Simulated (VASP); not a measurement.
# Ga2O3 (C2/m) in VASP: notebook, part 2 of 2

VASP 6.6.1. The steps go on from the part before.

### 4 Single point, PBE (strain +0.000 along x and y, +0.050 along z)

File INCAR:

```
PREC     = Accurate       # precision mode
ENCUT    = 600            # plane-wave cutoff, eV
EDIFF    = 1E-6           # SCF threshold, eV
ISMEAR   = 0              # smearing method
SIGMA    = 0.05           # smearing width, eV
LREAL    = F              # projectors in reciprocal space
LASPH    = T              # aspherical terms in the spheres
NELM     = 120            # most SCF steps
ALGO     = Normal         # electronic algorithm
ISIF     = 2              # what is computed and relaxed
LWAVE    = F              # write WAVECAR
LCHARG   = F              # write CHGCAR
GGA      = PE             # functional
NBANDS   = 55             # bands
GGA_COMPAT= F            
KPAR     = 4
```

File KPOINTS:

```
regular mesh
0
Gamma
  10 10 6
```

File POSCAR:

```
Ga2O3
1.0
    6.2274305652     -1.5417565232      0.0120670631
    6.2274305652      1.5417565232      0.0120670631
   -1.4027234639      0.0000000000      5.9930789036
Ga O
4 6
Direct
    0.0899134338      0.0899134338      0.7947233214
    0.9100865662      0.9100865662      0.2052766786
    0.6585007298      0.6585007298      0.3141978958
    0.3414992702      0.3414992702      0.6858021042
    0.1634883771      0.1634883771      0.1092060624
    0.8365116229      0.8365116229      0.8907939376
    0.1737013129      0.1737013129      0.5643594349
    0.8262986871      0.8262986871      0.4356405651
    0.4960195696      0.4960195696      0.2566813611
    0.5039804304      0.5039804304      0.7433186389
```

Potentials or basis: VASP PAW PBE potentials, release 64 (Ga_d, O).

On the command line:

```
cat potpaw_PBE.64/Ga_d/POTCAR potpaw_PBE.64/O/POTCAR > POTCAR
mpirun -np 4 vasp_std > vasp.out
```

OUTCAR:

```text
PREC = Accurate
   ENCUT = 600
   EDIFF = 1E-6
   ISMEAR = 0
   LREAL = F
   LASPH = T
   NELM = 120
   ISIF = 2
   GGA = PE

 ion  position               nearest neighbor table
   1  0.090  0.090  0.795-  10 1.86  10 1.86   7 1.94   5 1.95
   2  0.910  0.910  0.205-   9 1.86   9 1.86   8 1.94   6 1.95
   3  0.659  0.659  0.314-   9 1.97   5 2.00   5 2.00   8 2.05   7 2.16   7 2.16
   4  0.341  0.341  0.686-  10 1.97   6 2.00   6 2.00   7 2.05   8 2.16   8 2.16
   5  0.163  0.163  0.109-   1 1.95   3 2.00   3 2.00
   6  0.837  0.837  0.891-   2 1.95   4 2.00   4 2.00
   7  0.174  0.174  0.564-   1 1.94   4 2.05   3 2.16   3 2.16
   8  0.826  0.826  0.436-   2 1.94   3 2.05   4 2.16   4 2.16
   9  0.496  0.496  0.257-   2 1.86   2 1.86   3 1.97
  10  0.504  0.504  0.743-   1 1.86   1 1.86   4 1.97

  LATTYP: Found a base centered monoclinic cell.
 ALAT       =    12.4548845131
 B/A-ratio  =     0.2475745996
 C/A-ratio  =     0.4941875588
 COS(beta)  =    -0.2260108579

  Lattice vectors:

 A1 = (   6.2274305652,  -1.5417565232,   0.0120670631)
 A2 = (   6.2274305652,   1.5417565232,   0.0120670631)
 A3 = (  -1.4027234639,   0.0000000000,   5.9930789036)

Analysis of symmetry for initial positions (statically):
=====================================================================
 Subroutine PRICEL returns:
 Original cell was already a primitive cell.

 Routine SETGRP: Setting up the symmetry group for a
 base centered monoclinic supercell.

 Subroutine GETGRP returns: Found  4 space group operations
 (whereof  4 operations were pure point group operations)
 out of a pool of  4 trial point group operations.

The static configuration has the point symmetry C_2h.

Analysis of symmetry for dynamics (positions and initial velocities):
=====================================================================
 Subroutine PRICEL returns:
 Original cell was already a primitive cell.

 Routine SETGRP: Setting up the symmetry group for a
 base centered monoclinic supercell.

 Subroutine GETGRP returns: Found  4 space group operations
 (whereof  4 operations were pure point group operations)
 out of a pool of  4 trial point group operations.

The dynamic configuration has the point symmetry C_2h.

 Subroutine INISYM returns: Found  4 space group operations
 (whereof  4 operations are pure point group operations),
 and found     1 'primitive' translations

----------------------------------------------------------------------------------------

                                     Primitive cell

  volume of cell :     115.1335

  direct lattice vectors                    reciprocal lattice vectors
     6.227430565 -1.541756523  0.012067063     0.080253538 -0.324305422  0.018783921
     6.227430565  1.541756523  0.012067063     0.080253538  0.324305422  0.018783921
    -1.402723464  0.000000000  5.993078904    -0.000323181  0.000000000  0.166783499

  length of vectors
     6.415454016  6.415454016  6.155048973     0.334615410  0.334615410  0.166783812

  position of ions in fractional coordinates (direct lattice)
     0.089913434  0.089913434  0.794723321
     0.910086566  0.910086566  0.205276679
     0.658500730  0.658500730  0.314197896
     0.341499270  0.341499270  0.685802104
     0.163488377  0.163488377  0.109206062
     0.836511623  0.836511623  0.890793938
     0.173701313  0.173701313  0.564359435
[... 72 lines left out ...]
   total plane-waves  NPLWV = 145800
   dimension x,y,z NGX =    54 NGY =   54 NGZ =   50
   dimension x,y,z NGXF=   108 NGYF=  108 NGZF=  100
   ions per type =               4   6
   NGX,Y,Z   is equivalent  to a cutoff of  13.99, 13.99, 13.50 a.u.
   NGXF,Y,Z  is equivalent  to a cutoff of  27.99, 27.99, 27.01 a.u.
 SYSTEM =  unknown system
   PREC   = accura    normal or accurate (medium, high low for compatibility)
   ISTART =      0    job   : 0-new  1-cont  2-samecut
   ICHARG =      2    charge: 1-file 2-atom 10-const
   ISPIN  =      1    spin polarized calculation?
   LNONCOLLINEAR =      F non collinear calculations
   LSORBIT =      F    spin-orbit coupling
   LASPH  =      T    aspherical Exc in radial PAW
   ENCUT  =  600.0 eV  44.10 Ry    6.64 a.u.  12.81 12.81 12.29*2*pi/ulx,y,z
   NELM   =    120;   NELMIN=  2; NELMDL= -5     # of ELM steps
   EDIFF  = 0.1E-05   stopping-criterion for ELM
   LREAL  =      F    real-space projection
   EDIFFG = 0.1E-04   stopping-criterion for IOM
   NSW    =      0    number of steps for IOM
   IBRION =     -1    ionic relax: 0-MD 1-quasi-New 2-CG
   NFREE  =      0    steps in history (QN), initial steepest desc. (CG)
   ISIF   =      2    stress and relaxation
   ISYM   =      2    0-nonsym 1-usesym 2-fastsym
   POTIM  = 0.5000    time-step for ionic-motion
   TEBEG  =    0.0;   TEEND  =   0.0 temperature during run
   PSTRESS=    0.0 pullay stress
   NELECT =      88.0000    total number of electrons
   NUPDOWN=      -1.0000    fix difference up-down
   EMIN   =  10.00;   EMAX   =-10.00  energy-range for DOS
   EFERMI =   0.00;   METHOD = LEGACY
   ISMEAR =     0;   SIGMA  =   0.05  broadening in eV -4-tet -1-fermi 0-gaus
   EFERMI_NEDOS =   21; number of points for ismear=-14 and -15
   IALGO  =     38    algorithm
   IMIX   =      4    mixing-type and parameters
     AMIX     =   0.40;   BMIX     =  1.00
     AMIX_MAG =   1.60;   BMIX_MAG =  1.00
  volume/ion in A,a.u.               =      11.51        77.70
  Fermi-wavevector in a.u.,A,eV,Ry     =   1.496816  2.828573 30.483298  2.240459
  Thomas-Fermi vector in A             =   2.608784
   LORBIT       =      0    0 simple, 1 ext, 2 COOP (PROOUT), +10 PAW based schemes
   GGA     = PE    functional components
   LHFCALC =     F    Hartree Fock is set to
   AEXX    =    0.0000 exact exchange contribution
   IVDW    =     0    specifies the selected vdW correction
   LEPSILON=     F    determine dielectric tensor
   LRPA    =     F    only Hartree local field effects (RPA)
 non-spin polarized calculation
 Gauss-broadening in eV      SIGMA  =   0.05
  energy-cutoff  :      600.00
  volume of cell :      115.13
 maximum number of plane-waves:      3868
 NGX is ok and might be reduce to    54
   NGX = 25   NGY = 25   NGZ = 25

 number of electron      87.9999986 magnetization

 Free energy of the ion-electron system (eV)
  ---------------------------------------------------
  ext. energy  EPLUGINS =         0.00000000
  ---------------------------------------------------
  free energy    TOTEN  =       -59.42905805 eV

  energy without entropy =      -59.42905805  energy(sigma->0) =      -59.42905805

 E-fermi :   3.2801     XC(G=0): -11.1112

 val. band max:        3.0208675614   @ k =   0.5000   0.4000   0.5000
 cond. band min:       4.5251040225   @ k =   0.0000   0.0000   0.0000
 fundamental gap:      1.5042364611
 Fermi energy:         3.2800884444

 k-point     1 :       0.0000    0.0000    0.0000
  band No.  band energies     occupation
      1     -15.3860      2.00000
      2     -14.7310      2.00000
      3     -14.4695      2.00000
      4     -14.0633      2.00000
      5     -13.6995      2.00000
      6     -13.6903      2.00000
[... 1381 lines left out ...]
     54      13.7865      0.00000
     55      14.9584      0.00000

 [... further k-points ...]

------------------------ aborting loop because EDIFF is reached ----------------------------------------

  FORCE on cell =-STRESS in cart. coord.  units (eV):
  Direction    XX          YY          ZZ          XY          YZ          ZX
  --------------------------------------------------------------------------------------
  -------------------------------------------------------------------------------------
  Total       -2.6735262     -1.5005726    -11.2545617      0.0000000      0.0000000     -0.1871783
  in kB      -37.2043247    -20.8817069   -156.6165182      0.0000000      0.0000000     -2.6047403
  external PRESSURE =     -71.5675166 kB  Pullay stress =       0.0000000 kB

 VOLUME and BASIS-vectors are now :
 -----------------------------------------------------------------------------
  energy-cutoff  :      600.00
  volume of cell :      115.13
      direct lattice vectors                 reciprocal lattice vectors
     6.227430565 -1.541756523  0.012067063     0.080253538 -0.324305422  0.018783921
     6.227430565  1.541756523  0.012067063     0.080253538  0.324305422  0.018783921
    -1.402723464  0.000000000  5.993078904    -0.000323181  0.000000000  0.166783499

 POSITION                                       TOTAL-FORCE (eV/Angst)
 -----------------------------------------------------------------------------------
      0.00508      0.00000      4.76501         0.451756      0.000000      0.513725
     11.04706      0.00000      1.25220        -0.451756      0.000000     -0.513725
      7.76080      0.00000      1.89891         0.284847      0.000000     -0.122767
      3.29134      0.00000      4.11831        -0.284847      0.000000      0.122767
      1.88304      0.00000      0.65843        -0.277825      0.000000     -0.246222
      9.16910      0.00000      5.35879         0.277825      0.000000      0.246222
      1.37179      0.00000      3.38644        -0.150178      0.000000      0.072240
      9.68035      0.00000      2.63077         0.150178      0.000000     -0.072240
      5.81780      0.00000      1.55028        -0.116388      0.000000     -0.002521
      5.23434      0.00000      4.46693         0.116388      0.000000      0.002521
 -----------------------------------------------------------------------------------
    total drift:                                0.000000      0.000000     -0.000000

  FREE ENERGIE OF THE ION-ELECTRON SYSTEM (eV)
  ---------------------------------------------------
  free  energy   TOTEN  =       -59.4290580499 eV

  energy  without entropy=      -59.4290580499  energy(sigma->0) =      -59.42905805
```

It took 12 min on 4 MPI ranks of Intel Xeon Platinum 8259CL at 2.50GHz (Skylake/Cascade Lake), shared host; peak memory 1.1 GiB.

Results:

- Free energy: -59.4291 eV
- Pressure: -7.2 GPa
- Largest force: 0.684 eV/Å
- Band gap on the k mesh: 1.50 eV (least direct gap 1.67 eV)

Forces on the atoms (eV/Å):
```
Ga   0.452  0.000  0.514
Ga  -0.452  0.000 -0.514
Ga   0.285  0.000 -0.123
Ga  -0.285  0.000  0.123
O   -0.278  0.000 -0.246
O    0.278  0.000  0.246
O   -0.150  0.000  0.072
O    0.150  0.000 -0.072
O   -0.116  0.000 -0.003
O    0.116  0.000  0.003
```

Caveat: the cell differs from its parent crystal (strain +0.000 along x and y, +0.050 along z); the stress differs along the axes, from -16 to -2 GPa.

### 5 Single point, PBE (strain -0.025 along x and y, +0.050 along z)

File INCAR:

```
PREC = Accurate
ENCUT = 600
EDIFF = 1E-6
ISMEAR = 0
SIGMA = 0.05
LREAL = False
LASPH = True
NELM = 120
ALGO = Normal
ISIF = 2
LWAVE = False
LCHARG = False
GGA = PE
NBANDS = 55
GGA_COMPAT = False
KPAR = 4
```

File KPOINTS:

```
Automatic mesh
0
Gamma
  10 10 6
```

POSCAR: that of step 4 with these lines changed.

```diff
@@ -2,5 +2,5 @@
 1.0
-    6.2274305652     -1.5417565232      0.0120670631
-    6.2274305652      1.5417565232      0.0120670631
-   -1.4027234639      0.0000000000      5.9930789036
+    6.0717448011     -1.5032126101      0.0120670631
+    6.0717448011      1.5032126101      0.0120670631
+   -1.3676553773      0.0000000000      5.9930789036
 Ga O
```

On the command line:

```
cat potpaw_PBE.64/Ga_d/POTCAR potpaw_PBE.64/O/POTCAR > POTCAR
mpirun -np 4 vasp_std > vasp.out
```

Wall time 13 min (4 MPI ranks of Intel Xeon Platinum 8259CL at 2.50GHz (Skylake/Cascade Lake), shared host); peak memory 0.99 GiB.

Results (log left out):

```
Free energy            : -59.3193 eV
Pressure               : 1.5 GPa
Largest force          : 1.368 eV/Å
Band gap on the k mesh : 1.86 eV (least direct gap 2.02 eV)
```

Forces on the atoms (eV/Å):
```
Ga   1.066  0.000  0.858
Ga  -1.066  0.000 -0.858
Ga   0.485  0.000 -0.023
Ga  -0.485  0.000  0.023
O   -0.119  0.000 -0.443
O    0.119  0.000  0.443
O   -0.343  0.000  0.026
O    0.343  0.000 -0.026
O    0.162  0.000  0.149
O   -0.162  0.000 -0.149
```

Stress tensor (GPa, compression positive):
```
  6.47   0.00  -0.13
  0.00  11.10   0.00
 -0.13   0.00 -12.97
```

Levels at points of the mesh, in eV from the valence-band top:
```csv
k point,band 41,band 42,band 43,band 44,band 45,band 46,band 47,band 48
"(0.00, 0.00, 0.00)",-0.47,-0.46,-0.43,-0.15,1.86,5.05,6.53,6.82
"(0.50, 0.00, 0.00)",-0.91,-0.68,-0.66,-0.38,5.30,5.60,6.35,7.05
"(0.50, 0.50, 0.00)",-0.63,-0.46,-0.43,-0.26,4.04,4.26,5.96,6.22
"(0.00, 0.00, 0.50)",-0.67,-0.44,-0.32,-0.20,4.34,4.36,6.26,7.06
"(0.50, 0.00, 0.50)",-1.20,-0.99,-0.62,-0.61,6.45,6.47,7.05,7.20
"(0.50, 0.50, 0.50)",-0.58,-0.48,-0.43,-0.05,4.66,4.83,5.80,6.34
```

Caveat: the cell differs from its parent crystal (strain -0.025 along x and y, +0.050 along z); the stress differs along the axes, from -13 to 11 GPa; forces of over 1 eV/Å act on the atoms, so gaps and moduli don't describe the material at rest. A k mesh can miss the band edges.

### 6 Summary

| cell | gap on the mesh (eV) | pressure (GPa) | largest force (eV/Å) |
| --- | --- | --- | --- |
| a = 6.415, b = 6.415, c = 5.601 Å, angles 104.0, 104.0, 27.8°, 10 atoms | 2.12 | 11.1 | 1.27 |
| a = 6.576, b = 6.576, c = 5.886 Å, angles 103.6, 103.6, 27.8°, 10 atoms | 1.46 | -7.6 | 0.49 |
| a = 6.415, b = 6.415, c = 6.155 Å, angles 102.7, 102.7, 27.8°, 10 atoms | 1.50 | -7.2 | 0.68 |
| a = 6.255, b = 6.255, c = 6.147 Å, angles 102.4, 102.4, 27.8°, 10 atoms | 1.86 | 1.5 | 1.37 |

Alike in all rows: task single point; level PBE; potentials or basis VASP PAW PBE potentials, release 64 (Ga_d, O); no spin polarisation; k mesh 10 × 10 × 6; cutoff (eV) 600; smearing gaussian 0.05 eV.

Caveats: forces of over 1 eV/Å act on the atoms, so gaps and moduli don't describe the material at rest (at least some runs); the stress differs along the axes, from 4 to 23 GPa (at least some runs); the stress differs along the axes, from -11 to -3 GPa (at least some runs); the stress differs along the axes, from -16 to -2 GPa (at least some runs); the stress differs along the axes, from -13 to 11 GPa (at least some runs).

Total energies depend on the potentials used, so only differences within one code and one set of settings carry meaning.
